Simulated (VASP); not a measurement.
A run of VASP 6.6.1 is set up as follows.

INCAR

```
  ALGO = Normal
  EDIFF = 1E-7
  EDIFFG = -0.01
  ENCUT = 600
  GGA = PS
  IBRION = 2
  ISIF = 3
  ISMEAR = 0
  LASPH = T
  LCHARG = F
  LREAL = F
  LWAVE = F
  NELM = 100
  NSW = 80
  PREC = Accurate
  SIGMA = 0.02
```

File KPOINTS:

```
k-points
0
Gamma
  6 6 4
```

The input POSCAR:

```
MgS
1.0
    4.0803205475      0.0000000000      0.0000000000
   -2.0401602738      3.5336612497      0.0000000000
    0.0000000000      0.0000000000      6.7395096857
Mg S
2 2
Direct
    0.6666666667      0.3333333333      0.5007835325
    0.3333333333      0.6666666667      0.0007835325
    0.6666666667      0.3333333333      0.8742174675
    0.3333333333      0.6666666667      0.3742174675
```

Potentials or basis: VASP PAW PBE potentials, release 64 (Mg, S).

The run is started by

```bash
$ cat potpaw_PBE.64/Mg/POTCAR potpaw_PBE.64/S/POTCAR > POTCAR
$ mpirun -np 1 vasp_std > vasp.out
```

**Question.** What does it give for the space group after relaxing (to 0.05 Å)?

**Answer.** P6_3mc (No. 186).

**Question.** What does it give for the relaxed cell?

**Answer.** a = 4.026 Å, b = 4.026 Å, c = 6.417 Å, α = 90.00°, β = 90.00°, γ = 120.00°.

Final structure:
```xyz
4
Lattice="4.0259 0.0000 0.0000 -2.0129 3.4865 0.0000 0.0000 0.0000 6.4173" Properties=species:S:1:pos:R:3 pbc="T T T"
Mg    2.0129    1.1622    3.1858
Mg    0.0000    2.3243    6.3944
S     2.0129    1.1622    5.6380
S     0.0000    2.3243    2.4294
```
